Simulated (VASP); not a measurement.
HfTi9, 20 atoms in the cell. The cell holds an amorphous packing of atoms, 20 atoms: a = 7.226 Å, b = 7.213 Å, c = 7.415 Å, α = 90.43°, β = 86.38°, γ = 84.09°. 

```yaml
Program: VASP 6.6.1
Task: single point
Functional: PBE
Potentials_or_basis: VASP PAW PBE potentials, release 64 (Ti_sv, Hf_pv)
Cutoff: 520 eV
k_mesh: 1 × 1 × 1, shifted
Occupations: fermi-dirac, width 0.05 eV
Spin: no spin polarisation
Dipole_correction: no
Further_INCAR_settings: LREAL = Auto; ALGO = Normal; EDIFF = 1e-06; NBANDS = 134; ISYM = 0
```

Potentials or basis: VASP PAW PBE potentials, release 64 (Ti_sv, Hf_pv).

Command:

```bash
$ cat potpaw_PBE.64/Ti_sv/POTCAR potpaw_PBE.64/Hf_pv/POTCAR > POTCAR
$ mpirun -np 1 vasp_std > vasp.out
```

Hardware: 1 thread of AMD EPYC 7R13, on a shared host.

Estimate the wall time of this run.

Wall time 6.5 min on 1 thread of AMD EPYC 7R13, with other jobs on the host, peak memory 0.37 GiB. Counts: scf iterations 26, k points 1.
